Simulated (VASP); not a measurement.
# Ti in VASP: relaxation of the atoms with PBE

Aim: the relaxation of the atoms of Ti with PBE.

Program: VASP 6.6.1. These are calculated values, not measurements. Logs are shortened: lines on timing, memory, paths and dates and some standing lists are left out, and cuts for length are marked.

### Step 1. The cell of the first run

The cell holds a slab with vacuum, 4 atoms: a = 2.938 Å, b = 2.938 Å, c = 20.976 Å, α = 90.00°, β = 90.00°, γ = 120.00°.

### Step 2. Relaxation of the atoms, PBE

INCAR

```
SYSTEM = Ti
PREC = Accurate ; ENCUT = 520
EDIFF = 1E-7 ; ISMEAR = 0
SIGMA = 0.1 ; LREAL = .FALSE.
LASPH = .TRUE. ; NELM = 60
ALGO = Normal ; ISIF = 2
LWAVE = .FALSE. ; LCHARG = .FALSE.
LDIPOL = .TRUE. ; IDIPOL = 3
DIPOL = 0.5 0.5 0.500 ; GGA = PE
IBRION = 2 ; NSW = 70
EDIFFG = -0.03 ; LUSENCCL = .FALSE.
```

KPOINTS

```
regular mesh
0
G
  12 12 1
  0 0 0
```

POSCAR

```
Ti
1.0
    2.9381632083      0.0000000000      0.0000000000
   -1.4690816042      2.5445239789      0.0000000000
    0.0000000000      0.0000000000     20.9756981274
Ti
4
Selective dynamics
Direct
    0.6666666667      0.3333333333      0.3337195243  F F F
    0.3333333333      0.6666666667      0.4445731748  F F F
    0.6666666667      0.3333333333      0.5554268252  T T T
    0.3333333333      0.6666666667      0.6662804757  T T T
```

Potentials or basis: VASP PAW PBE potentials, release 64 (Ti_sv).

Started as:

```console
$ cat potpaw_PBE.64/Ti_sv/POTCAR > POTCAR
$ mpirun -np 1 vasp_std > vasp.out
```

OUTCAR:

```text
SYSTEM = Ti
   PREC = Accurate
   ENCUT = 520
   EDIFF = 1E-7
   ISMEAR = 0
   LREAL = .FALSE.
   LASPH = .TRUE.
   NELM = 60
   ISIF = 2
   GGA = PE
   IBRION = 2
   NSW = 70
   EDIFFG = -0.03

 ion  position               nearest neighbor table
   1  0.667  0.333  0.334-   2 2.88   2 2.88   2 2.88
   2  0.333  0.667  0.445-   3 2.88   3 2.88   3 2.88   1 2.88   1 2.88   1 2.88
   3  0.667  0.333  0.555-   2 2.88   2 2.88   2 2.88   4 2.88   4 2.88   4 2.88
   4  0.333  0.667  0.666-   3 2.88   3 2.88   3 2.88

  LATTYP: Found a hexagonal cell.
 ALAT       =     2.9381632083
 C/A-ratio  =     7.1390513870

  Lattice vectors:

 A1 = (   2.9381632083,   0.0000000000,   0.0000000000)
 A2 = (  -1.4690816042,   2.5445239789,   0.0000000000)
 A3 = (   0.0000000000,   0.0000000000,  20.9756981274)

Analysis of symmetry for initial positions (statically):
=====================================================================
 Subroutine PRICEL returns:
 Original cell was already a primitive cell.

 Routine SETGRP: Setting up the symmetry group for a
 hexagonal supercell.

 Subroutine GETGRP returns: Found 12 space group operations
 (whereof 12 operations were pure point group operations)
 out of a pool of 24 trial point group operations.

The static configuration has the point symmetry D_3d.

Analysis of symmetry for dynamics (positions and initial velocities):
=====================================================================
 Subroutine PRICEL returns:
 Original cell was already a primitive cell.

 Routine SETGRP: Setting up the symmetry group for a
 hexagonal supercell.

 Subroutine GETGRP returns: Found 12 space group operations
 (whereof 12 operations were pure point group operations)
 out of a pool of 24 trial point group operations.

The dynamic configuration has the point symmetry D_3d.

Analysis of constrained symmetry for selective dynamics:
=====================================================================
 Subroutine PRICEL returns:
 Original cell was already a primitive cell.

 Routine SETGRP: Setting up the symmetry group for a
 hexagonal supercell.

 Subroutine GETGRP returns: Found  6 space group operations
 (whereof  6 operations were pure point group operations)
 out of a pool of 24 trial point group operations.

[... 115 lines left out ...]
   IALGO  =     38    algorithm
   IMIX   =      4    mixing-type and parameters
     AMIX     =   0.40;   BMIX     =  1.00
     AMIX_MAG =   1.60;   BMIX_MAG =  1.00
  volume/ion in A,a.u.               =      39.20       264.57
  Fermi-wavevector in a.u.,A,eV,Ry     =   1.103288  2.084912 16.561620  1.217245
  Thomas-Fermi vector in A             =   2.239744
   LORBIT       =      0    0 simple, 1 ext, 2 COOP (PROOUT), +10 PAW based schemes
   GGA     = PE    functional components
   LHFCALC =     F    Hartree Fock is set to
   AEXX    =    0.0000 exact exchange contribution
   IVDW    =     0    specifies the selected vdW correction
   LEPSILON=     F    determine dielectric tensor
   LRPA    =     F    only Hartree local field effects (RPA)
 conjugate gradient relaxation of ions
 non-spin polarized calculation
 Gauss-broadening in eV      SIGMA  =   0.10
  energy-cutoff  :      520.00
  volume of cell :      156.82
 maximum number of plane-waves:      4327
 NGX is ok and might be reduce to    24
   NGX = 11   NGY = 11   NGZ = 79

--------------------------------------- Ionic step        1  -------------------------------------------

 number of electron      47.9999993 magnetization

 Free energy of the ion-electron system (eV)
  ---------------------------------------------------
  ext. energy  EPLUGINS =         0.00000000
  ---------------------------------------------------
  free energy    TOTEN  =       -29.41624520 eV

  energy without entropy =      -29.36803557  energy(sigma->0) =      -29.39214039

------------------------ aborting loop because EDIFF is reached ----------------------------------------

  FORCE on cell =-STRESS in cart. coord.  units (eV):
  Direction    XX          YY          ZZ          XY          YZ          ZX
  --------------------------------------------------------------------------------------
  -------------------------------------------------------------------------------------
  Total       -1.6985676     -1.6985676     -2.0473948      0.0000000     -0.0000000      0.0000000
  in kB      -17.3537980    -17.3537980    -20.9176692      0.0000000     -0.0000000      0.0000000
  external PRESSURE =     -18.5417550 kB  Pullay stress =       0.0000000 kB
[... 57 lines left out ...]
  FREE ENERGIE OF THE ION-ELECTRON SYSTEM (eV)
  ---------------------------------------------------
  free  energy   TOTEN  =       -29.4482236893 eV

  energy  without entropy=      -29.4011404063  energy(sigma->0) =      -29.42468205

 dipolmoment           0.000000      0.000000      0.000590 electrons x Angstroem

--------------------------------------- Ionic step        3  -------------------------------------------

 number of electron      47.9999992 magnetization

 dipolmoment           0.000000      0.000000     -0.003447 electrons x Angstroem

 Free energy of the ion-electron system (eV)
  ---------------------------------------------------
  ext. energy  EPLUGINS =         0.00000000
  ---------------------------------------------------
  free energy    TOTEN  =       -29.47296077 eV

  energy without entropy =      -29.42760854  energy(sigma->0) =      -29.45028465

 E-fermi :   1.3702     XC(G=0):  -6.0668

 val. band max:        1.3685715699   @ k =   0.1667   0.0833   0.0000
 cond. band min:       1.3711390873   @ k =   0.4167   0.1667   0.0000
 fundamental gap:      0.0025675174
 Fermi energy:         1.3701564707

 k-point     1 :       0.0000    0.0000    0.0000
  band No.  band energies     occupation
      1     -55.6166      2.00000
      2     -55.5338      2.00000
      3     -55.4120      2.00000
      4     -55.3063      2.00000
      5     -32.0641      2.00000
      6     -31.9927      2.00000
[... 578 lines left out ...]
     27       1.4929      0.08260
     28       1.6369      0.00016

------------------------ aborting loop because EDIFF is reached ----------------------------------------

 vacuum level on the upper side and lower side of the slab       (xc-potential included)        -0.190        -0.113

  FORCE on cell =-STRESS in cart. coord.  units (eV):
  Direction    XX          YY          ZZ          XY          YZ          ZX
  --------------------------------------------------------------------------------------
  -------------------------------------------------------------------------------------
  Total       -1.2288690     -1.2288690     -1.5059680      0.0000000      0.0000000      0.0000000
  in kB      -12.5550160    -12.5550160    -15.3860602      0.0000000      0.0000000      0.0000000
  external PRESSURE =     -13.4986974 kB  Pullay stress =       0.0000000 kB
[... 19 lines left out ...]
  FREE ENERGIE OF THE ION-ELECTRON SYSTEM (eV)
  ---------------------------------------------------
  free  energy   TOTEN  =       -29.4729607721 eV

  energy  without entropy=      -29.4276085360  energy(sigma->0) =      -29.45028465

 reached required accuracy - stopping structural energy minimisation

 vacuum level on the upper side and lower side of the slab         5.640         5.719
```

CONTCAR:

```text
Ti
    1.000000000000000
     2.9381632083000002    0.0000000000000000    0.0000000000000000
    -1.4690816041999999    2.5445239789000000    0.0000000000000000
     0.0000000000000000    0.0000000000000000   20.9756981274000012
  Ti
     4
Selective dynamics
Direct
     0.6666666667000030    0.3333333332999970    0.3337195243000011   F   F   F
     0.3333333332999970    0.6666666667000030    0.4445731747999986   F   F   F
     0.6666666667000030    0.3333333332999970    0.5599582585803872   T   T   T
     0.3333333332999970    0.6666666667000030    0.6628963584087321   T   T   T

  0.00000000E+00  0.00000000E+00  0.00000000E+00
  0.00000000E+00  0.00000000E+00  0.00000000E+00
  0.00000000E+00  0.00000000E+00  0.00000000E+00
  0.00000000E+00  0.00000000E+00  0.00000000E+00
```

It took 6.3 min on 1 × NVIDIA H100 80GB with 1 thread of AMD EPYC 7R13 (Zen 3), shared host; peak memory 1.4 GiB.

What came out:

| Quantity | Value |
| --- | --- |
| Free energy | -29.4730 eV |
| Energy gained by relaxing | 14.2 meV/atom |
| Ionic steps | 3 |
| Band gap on the k mesh | zero (bands 24 and 25 overlap by 0.82 eV) |

The path:
| step | energy change (eV) | largest force on free atoms (eV/Å) | pressure (GPa) |
| --- | --- | --- | --- |
| 1 | 0.0000 | 0.7022 | -1.85 |
| 2 | -0.0320 | 0.4912 | -1.72 |
| 3 | -0.0567 | 0.0246 | -1.35 |

Final structure:
```cif
data_structure
_symmetry_space_group_name_H-M 'P 1'
_symmetry_Int_Tables_number 1
_cell_length_a 2.9382
_cell_length_b 2.9382
_cell_length_c 20.9757
_cell_angle_alpha 90.000
_cell_angle_beta 90.000
_cell_angle_gamma 120.000
_cell_volume 156.82
loop_
_atom_site_label
_atom_site_type_symbol
_atom_site_fract_x
_atom_site_fract_y
_atom_site_fract_z
_atom_site_occupancy
Ti1 Ti 0.66667 0.33333 0.33372 1
Ti2 Ti 0.33333 0.66667 0.44457 1
Ti3 Ti 0.66667 0.33333 0.55996 1
Ti4 Ti 0.33333 0.66667 0.66290 1
```
